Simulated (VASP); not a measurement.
# Ag2GeCSe4 (I222) in VASP: further runs, part 2 of 3

VASP 6.6.1.

**3. Single point, PBE**

File INCAR:

```
  PREC = Accurate
  ENCUT = 520
  EDIFF = 1E-7
  ISMEAR = -1
  SIGMA = 0.1
  LREAL = False
  LASPH = True
  NELM = 80
  ALGO = Normal
  ISIF = 2
  LWAVE = False
  LCHARG = False
  GGA = PE
  NBANDS = 42
```

File KPOINTS:

```
Automatic mesh
0
Gamma
  4 4 4
```

File POSCAR:

```
Ag2GeCSe4
1.0
   -3.3743232927      4.0398154895      3.3037526120
    3.3743232927     -4.0398154895      3.3037526120
    3.3743232927      4.0398154895     -3.3037526120
Ge C Ag Se
1 1 2 4
Direct
    0.5000000000      0.5000000000      0.0000000000
    0.0000000000      0.0000000000      0.0000000000
    0.7719216428      0.2719216428      0.5000000000
    0.2280783572      0.7280783572      0.5000000000
    0.9801156692      0.9975007885      0.3192212002
    0.6782795883      0.6608944690      0.6807787998
    0.0198843308      0.3391055310      0.0173851193
    0.3217204117      0.0024992115      0.9826148807
```

Potentials or basis: VASP PAW PBE potentials, release 64 (Ge_d, C, Ag, Se).

On the command line:

```
cat potpaw_PBE.64/Ge_d/POTCAR potpaw_PBE.64/C/POTCAR potpaw_PBE.64/Ag/POTCAR potpaw_PBE.64/Se/POTCAR > POTCAR
mpirun -np 1 vasp_std > vasp.out
```

OUTCAR:

```text
PREC = Accurate
   ENCUT = 520
   EDIFF = 1E-7
   ISMEAR = -1
   LREAL = False
   LASPH = True
   NELM = 80
   ISIF = 2
   GGA = PE

 ion  position               nearest neighbor table
   1  0.500  0.500  0.000-   8 2.74   6 2.74   5 2.74   7 2.74
   2  0.000  0.000  0.000-   5 2.01   6 2.01   8 2.01   7 2.01
   3  0.772  0.272  0.500-   6 2.58   5 2.58   4 3.01   7 3.11   8 3.11   4 3.59
   4  0.228  0.728  0.500-   7 2.58   8 2.58   3 3.01   5 3.11   6 3.11   3 3.59
   5  0.980  0.998  0.319-   2 2.01   3 2.58   1 2.74   4 3.11
   6  0.678  0.661  0.681-   2 2.01   3 2.58   1 2.74   4 3.11
   7  0.020  0.339  0.017-   2 2.01   4 2.58   1 2.74   3 3.11
   8  0.322  0.002  0.983-   2 2.01   4 2.58   1 2.74   3 3.11

  LATTYP: Found a body centered orthorhombic cell.
 ALAT       =     6.6075052240
 B/A-ratio  =     1.0213607643
 C/A-ratio  =     1.2227960032

  Lattice vectors:

 A1 = (   3.3743232927,  -4.0398154895,   3.3037526120)
 A2 = (  -3.3743232927,  -4.0398154895,  -3.3037526120)
 A3 = (   3.3743232927,   4.0398154895,  -3.3037526120)

Analysis of symmetry for initial positions (statically):
=====================================================================
 Subroutine PRICEL returns:
 Original cell was already a primitive cell.

 Routine SETGRP: Setting up the symmetry group for a
 body centered orthorhombic supercell.

 Subroutine GETGRP returns: Found  4 space group operations
 (whereof  4 operations were pure point group operations)
 out of a pool of  8 trial point group operations.

The static configuration has the point symmetry D_2 .

Analysis of symmetry for dynamics (positions and initial velocities):
=====================================================================
 Subroutine PRICEL returns:
 Original cell was already a primitive cell.

 Routine SETGRP: Setting up the symmetry group for a
 body centered orthorhombic supercell.

 Subroutine GETGRP returns: Found  4 space group operations
 (whereof  4 operations were pure point group operations)
 out of a pool of  8 trial point group operations.

The dynamic configuration has the point symmetry D_2 .

 Subroutine INISYM returns: Found  4 space group operations
 (whereof  4 operations are pure point group operations),
 and found     1 'primitive' translations

----------------------------------------------------------------------------------------

                                     Primitive cell

  volume of cell :     180.1423

  direct lattice vectors                    reciprocal lattice vectors
    -3.374323293  4.039815489  3.303752612     0.000000000  0.123768029  0.151343051
     3.374323293 -4.039815489  3.303752612     0.148177859  0.000000000  0.151343051
     3.374323293  4.039815489 -3.303752612     0.148177859  0.123768029  0.000000000

  length of vectors
     6.214575464  6.214575464  6.214575464     0.195507657  0.211805092  0.193067871

  position of ions in fractional coordinates (direct lattice)
     0.500000000  0.500000000  0.000000000
     0.000000000  0.000000000  0.000000000
     0.771921643  0.271921643  0.500000000
     0.228078357  0.728078357  0.500000000
     0.980115669  0.997500788  0.319221200
     0.678279588  0.660894469  0.680778800
[... 45 lines left out ...]
  0.000000  0.250000  0.000000      4.000000
  0.250000  0.250000  0.000000      8.000000
  0.500000  0.250000  0.000000      8.000000
[... 10 lines left out ...]
 -0.250000 -0.250000  0.250000      2.000000
  0.500000  0.500000  0.500000      1.000000
   k-points           NKPTS =     18   k-points in BZ     NKDIM =     18   number of bands    NBANDS=     42
   number of dos      NEDOS =    301   number of ions     NIONS =      8
   total plane-waves  NPLWV = 110592
   dimension x,y,z NGX =    48 NGY =   48 NGZ =   48
   dimension x,y,z NGXF=    96 NGYF=   96 NGZF=   96
   ions per type =               1   1   2   4
   NGX,Y,Z   is equivalent  to a cutoff of  12.84, 12.84, 12.84 a.u.
   NGXF,Y,Z  is equivalent  to a cutoff of  25.68, 25.68, 25.68 a.u.
 SYSTEM =  unknown system
   PREC   = accura    normal or accurate (medium, high low for compatibility)
   ISTART =      0    job   : 0-new  1-cont  2-samecut
   ICHARG =      2    charge: 1-file 2-atom 10-const
   ISPIN  =      1    spin polarized calculation?
   LNONCOLLINEAR =      F non collinear calculations
   LSORBIT =      F    spin-orbit coupling
   LASPH  =      T    aspherical Exc in radial PAW
   ENCUT  =  520.0 eV  38.22 Ry    6.18 a.u.  11.55 11.55 11.55*2*pi/ulx,y,z
   NELM   =     80;   NELMIN=  2; NELMDL= -5     # of ELM steps
   EDIFF  = 0.1E-06   stopping-criterion for ELM
   LREAL  =      F    real-space projection
   EDIFFG = 0.1E-05   stopping-criterion for IOM
   NSW    =      0    number of steps for IOM
   IBRION =     -1    ionic relax: 0-MD 1-quasi-New 2-CG
   NFREE  =      0    steps in history (QN), initial steepest desc. (CG)
   ISIF   =      2    stress and relaxation
   ISYM   =      2    0-nonsym 1-usesym 2-fastsym
   POTIM  = 0.5000    time-step for ionic-motion
   TEBEG  =    0.0;   TEEND  =   0.0 temperature during run
   PSTRESS=    0.0 pullay stress
   NELECT =      64.0000    total number of electrons
   NUPDOWN=      -1.0000    fix difference up-down
   EMIN   =  10.00;   EMAX   =-10.00  energy-range for DOS
   EFERMI =   0.00;   METHOD = LEGACY
   ISMEAR =    -1;   SIGMA  =   0.10  broadening in eV -4-tet -1-fermi 0-gaus
   EFERMI_NEDOS =   21; number of points for ismear=-14 and -15
   IALGO  =     38    algorithm
   IMIX   =      4    mixing-type and parameters
     AMIX     =   0.40;   BMIX     =  1.00
     AMIX_MAG =   1.60;   BMIX_MAG =  1.00
  volume/ion in A,a.u.               =      22.52       151.96
  Fermi-wavevector in a.u.,A,eV,Ry     =   1.159479  2.191098 18.291560  1.344392
  Thomas-Fermi vector in A             =   2.296071
   LORBIT       =      0    0 simple, 1 ext, 2 COOP (PROOUT), +10 PAW based schemes
   GGA     = PE    functional components
   LHFCALC =     F    Hartree Fock is set to
   AEXX    =    0.0000 exact exchange contribution
   IVDW    =     0    specifies the selected vdW correction
   LEPSILON=     F    determine dielectric tensor
   LRPA    =     F    only Hartree local field effects (RPA)
 non-spin polarized calculation
  energy-cutoff  :      520.00
  volume of cell :      180.14
 maximum number of plane-waves:      4871
 NGX is ok and might be reduce to    48
   NGX = 23   NGY = 23   NGZ = 23

 number of electron      64.0000001 magnetization

 Free energy of the ion-electron system (eV)
  ---------------------------------------------------
  ext. energy  EPLUGINS =         0.00000000
  ---------------------------------------------------
  free energy    TOTEN  =       -31.24710820 eV

  energy without entropy =      -31.24024623  energy(sigma->0) =      -31.24367721

 E-fermi :   4.6489     XC(G=0):  -9.6675

 val. band max:        4.5515949944   @ k =   0.5000   0.5000   0.5000
 cond. band min:       4.8775368593   @ k =   0.0000   0.0000   0.0000
 fundamental gap:      0.3259418649
 Fermi energy:         4.6489132381

 k-point     1 :       0.0000    0.0000    0.0000
  band No.  band energies     occupation
      1     -20.7460      2.00000
      2     -20.7459      2.00000
      3     -20.7357      2.00000
      4     -20.7246      2.00000
      5     -20.7242      2.00000
      6     -11.9131      2.00000
[... 799 lines left out ...]
     41       8.8280      0.00000
     42       9.5737      0.00000

------------------------ aborting loop because EDIFF is reached ----------------------------------------

  FORCE on cell =-STRESS in cart. coord.  units (eV):
  Direction    XX          YY          ZZ          XY          YZ          ZX
  --------------------------------------------------------------------------------------
  -------------------------------------------------------------------------------------
  Total        0.0857341      0.1004734      0.1016492      0.0000000      0.0000000      0.0000000
  in kB        0.7625153      0.8936053      0.9040628      0.0000000      0.0000000      0.0000000
  external PRESSURE =       0.8533945 kB  Pullay stress =       0.0000000 kB

 VOLUME and BASIS-vectors are now :
 -----------------------------------------------------------------------------
  energy-cutoff  :      520.00
  volume of cell :      180.14
      direct lattice vectors                 reciprocal lattice vectors
    -3.374323293  4.039815489  3.303752612     0.000000000  0.123768029  0.151343051
     3.374323293 -4.039815489  3.303752612     0.148177859  0.000000000  0.151343051
     3.374323293  4.039815489 -3.303752612     0.148177859  0.123768029  0.000000000

 POSITION                                       TOTAL-FORCE (eV/Angst)
 -----------------------------------------------------------------------------------
      0.00000      0.00000      3.30375         0.000000     -0.000000      0.000000
      0.00000      0.00000      0.00000         0.000000     -0.000000      0.000000
      0.00000      4.03982      1.79672         0.000000     -0.000000      0.000891
      3.37432      0.00000      1.50703        -0.000000     -0.000000     -0.000891
      1.13582      1.21936      5.47893         0.008762      0.022883     -0.015991
      2.23850      2.82045      2.17518        -0.008762     -0.022883     -0.015991
      1.13582     -1.21936      1.12858         0.008762     -0.022883      0.015991
      2.23850      5.25918     -2.17518        -0.008762      0.022883      0.015991
 -----------------------------------------------------------------------------------
    total drift:                                0.000001      0.000002      0.000003

  FREE ENERGIE OF THE ION-ELECTRON SYSTEM (eV)
  ---------------------------------------------------
  free  energy   TOTEN  =       -31.2471081993 eV

  energy  without entropy=      -31.2402462263  energy(sigma->0) =      -31.24367721
```

Wall time 2.5 min (1 thread of Intel Xeon 6975P-C, shared host); peak memory 0.41 GiB.

Results:

```yaml
Free_energy: -31.2471 eV
Pressure: 0.1 GPa
Largest_force: 0.029 eV/Å
Band_gap_on_the_k_mesh: 0.33 eV, indirect (least direct gap 0.92 eV)
```

Forces on the atoms (eV/Å):
```
Ge   0.000  0.000  0.000
C    0.000  0.000  0.000
Ag   0.000  0.000  0.001
Ag   0.000  0.000 -0.001
Se   0.009  0.023 -0.016
Se  -0.009 -0.023 -0.016
Se   0.009 -0.023  0.016
Se  -0.009  0.023  0.016
```

(Continued in part 3 of 3.)
